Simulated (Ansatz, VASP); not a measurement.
## Al: VASP beside Ansatz

```
Al
1.0
     0.00000    3.15966    3.15966
     3.15966    0.00000    3.15966
     3.15966    3.15966    0.00000
Al
2
Direct
  0.12500 0.12500 0.12500
  0.87500 0.87500 0.87500
```

Alike in both runs: task single point; functional revPBE; k mesh 10 × 10 × 10; occupations fermi-dirac, width 0.1 eV; no spin polarisation.

|  | VASP | Ansatz |
| --- | --- | --- |
| version | VASP 6.6.1 | Ansatz 0.2.0 |
| potentials or method | VASP PAW PBE potentials, release 64 (Al), cutoff 520 eV | plane waves (420 eV) with PAW, scalar-relativistic |
| valence electrons in the cell | 6 | 6 |

VASP gave:

| Item | Value |
| --- | --- |
| pressure (GPa) | -3.2 |

Task: Which values does Ansatz return?

Result: Pressure (GPa): -3.1.

VASP's potentials were made for PBE, not for revPBE.
